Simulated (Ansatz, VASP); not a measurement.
**Two plane-wave programs on Ti**

```
Ti
1.0
     1.46952   -2.54557    0.00000
     1.46952    2.54557    0.00000
     0.00000    0.00000    4.64986
Ti
2
Cartesian
  1.4695 -1.6972 1.1625
  1.4695 1.6972 3.4874
```

Alike in both runs: functional PBE; k mesh 22 × 22 × 12; occupations gaussian, width 0.1 eV; no spin polarisation.

Ansatz relaxed the structure, and its values are those at the end. VASP's run is a single point on that final structure, the one shown.

```csv
,VASP,Ansatz
version,VASP 6.6.1,Ansatz 0.2.0
potentials or method,"VASP PAW PBE potentials, release 64 (Ti_sv), cutoff 520 eV","scalar-relativistic, plane waves, PAW"
valence electrons in the cell,24,24
```

|  | VASP | Ansatz | Ansatz less VASP |
| --- | --- | --- | --- |
| gap on the k mesh at the Fermi level (eV) | none | none | - |
| pressure (GPa) | -0.3 | 0.0 | +0.25 |

A gap of «none» marks a metal or a gap that the smearing closes. With one functional, cell and mesh, what is left measures potentials, basis and numerics.
